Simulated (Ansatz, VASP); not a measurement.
**HfTi4Si in VASP and in Ansatz**

```
Hf Ti Si
1.0
     4.56639    0.00000    0.00000
     0.00000    4.56639    0.00000
     0.00000    0.00000    4.67180
Hf Ti Si
1 4 1
Direct
  0.00000 0.00000 0.50000
  0.20732 0.50000 0.50000
  0.79268 0.50000 0.50000
  0.50000 0.20732 0.50000
  0.50000 0.79268 0.50000
  0.50000 0.50000 0.00000
```

Alike in both runs: task single point; functional PBE; k mesh 4 × 4 × 4; occupations gaussian, width 0.1 eV; no spin polarisation.

|  | VASP | Ansatz |
| --- | --- | --- |
| version | VASP 6.6.1 | Ansatz 0.2.0 |
| potentials or method | VASP PAW PBE potentials, release 64 (Hf_pv, Ti_sv, Si), cutoff 520 eV | scalar-relativistic, plane waves, PAW |
| valence electrons in the cell | 62 | 78 |

Ansatz gave:

* gap on the k mesh at the Fermi level (eV): none
* rms of the force components (eV/Å): 2.028

What did VASP give for the same quantities?

gap on the k mesh at the Fermi level (eV): none; rms of the force components (eV/Å): 2.309.

Atom by atom the forces differ by 0.280 eV/Å (rms over components). A gap of «none» marks a metal or a gap that the smearing closes. VASP's potentials hold 62 valence electrons a cell and Ansatz's 78, so a difference there can come from the potentials and not from the codes.

Spin-orbit coupling is off throughout.
